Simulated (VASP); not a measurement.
**NbAs: single point with r2SCAN**

The system is NbAs.

```xyz
2
Lattice="0.0000 2.9260 2.9260 2.9260 0.0000 2.9260 2.9260 2.9260 0.0000" Properties=species:S:1:pos:R:3 pbc="T T T"
Nb    0.0000    0.0000    0.0000
As    1.4630    1.4630    1.4630
```

```
Program             : VASP 6.6.1
Task                : single point
Functional          : r2SCAN
Potentials or basis : VASP PAW PBE potentials, release 64 (Nb_sv, As)
Cutoff              : 520 eV
k mesh              : 12 × 12 × 12
Occupations         : gaussian, width 0.1 eV
Spin                : collinear spin
Starting moments    : [1.13, -0.07] μB
Fixed moment        : 1.5 μB
```

| Property | Result |
| --- | --- |
| Pressure | 0.3 GPa |
| Net moment | 1.50 μB per cell |
| Site moments | Nb +1.22; As -0.07 μB |
| Valence electrons inside the program's atomic spheres | Nb 10.64; As 2.98 |

Run time: 2.5 min on 1 thread of Intel(R) Xeon(R) 6975P-C (Granite Rapids), with other jobs on the host, peak memory 0.29 GiB.

Caveat: the PAW data sets were made with another functional, which shifts forces and pressure a little; the total moment is fixed, so each spin has its own Fermi level.
